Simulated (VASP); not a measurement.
**Ti: single point with LDA**

Crystal: Ti.

```
Ti
1.0
     2.55747    0.00000    0.00000
     0.00000    2.55747    0.00000
     0.00000    0.00000    2.55747
Ti
1
Direct
  0.00000 0.00000 0.00000
```

| Item | Value |
| --- | --- |
| Program | VASP 6.6.1 |
| Task | single point |
| Functional | LDA |
| Potentials or basis | VASP PAW LDA potentials, release 64 (Ti_sv) |
| Cutoff | 520 eV |
| k mesh | 8 × 8 × 8 |
| Occupations | methfessel-paxton, width 0.05 eV |
| Spin | no spin polarisation |
| Dipole correction | no |
| Further INCAR settings | ALGO = Normal; EDIFF = 1e-07; NBANDS = 12 |

```
Pressure               : 0.0 GPa
Band gap on the k mesh : zero (band 6 reaches 8.98 eV, above the bottom of band 7 at 6.83 eV)
```

Levels at points of the mesh, in eV from the Fermi level:
| k point | band 3 | band 4 | band 5 | band 6 | band 7 | band 8 | band 9 | band 10 |
| --- | --- | --- | --- | --- | --- | --- | --- | --- |
| (0.00, 0.00, 0.00) | -31.74 | -31.74 | -5.83 | -1.46 | -1.46 | 4.35 | 4.35 | 4.35 |
| (0.50, 0.00, 0.00) | -31.63 | -31.63 | -1.83 | -0.66 | 0.01 | 2.21 | 2.21 | 4.54 |
| (0.50, 0.50, 0.00) | -32.72 | -31.53 | -3.09 | -0.06 | 2.69 | 2.69 | 5.71 | 5.82 |
| (0.50, 0.50, 0.50) | -32.56 | -32.56 | -1.42 | -1.42 | -1.42 | 5.83 | 5.83 | 9.28 |

It took 9.9 s on 1 thread of Intel Xeon 8259CL, on a shared host, peak memory 0.12 GiB.
